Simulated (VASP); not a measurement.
TePb, 4 atoms in the cell. The typed cell holds 4 atoms: a = 5.420 Å, b = 5.420 Å, c = 6.480 Å, α = 90.00°, β = 90.00°, γ = 120.00°. 

```yaml
Program: VASP 6.6.1
Task: single point
Functional: PBE
Potentials_or_basis: VASP PAW PBE potentials, release 64 (Pb_d, Te)
Cutoff: 520 eV
k_mesh: 8 × 8 × 5
Occupations: fermi-dirac, width 0.1 eV
Spin: no spin polarisation
Dipole_correction: no
k_mesh_for_the_DOS: 12 × 12 × 8
Occupations_for_the_DOS: tetrahedron
Further_INCAR_settings: ALGO = Normal; EDIFF = 1e-07; NBANDS = 28
```

Potentials or basis: VASP PAW PBE potentials, release 64 (Pb_d, Te).

Run with:

```bash
$ cat potpaw_PBE.64/Pb_d/POTCAR potpaw_PBE.64/Te/POTCAR > POTCAR
$ cp INCAR.step1 INCAR
$ cp KPOINTS.step1 KPOINTS
$ mpirun -np 1 vasp_std > vasp.out
$ cp INCAR.step2 INCAR
$ cp KPOINTS.step2 KPOINTS
$ mpirun -np 1 vasp_std > vasp.out
```

Hardware: 1 thread of Intel(R) Xeon(R) 6975P-C (Granite Rapids) (shared host).

Task: Estimate the wall time of this run.

Result: Run time: 2.8 min on 1 thread of Intel(R) Xeon(R) 6975P-C (Granite Rapids), on a shared host, peak memory 0.52 GiB. Counts: k points 95.
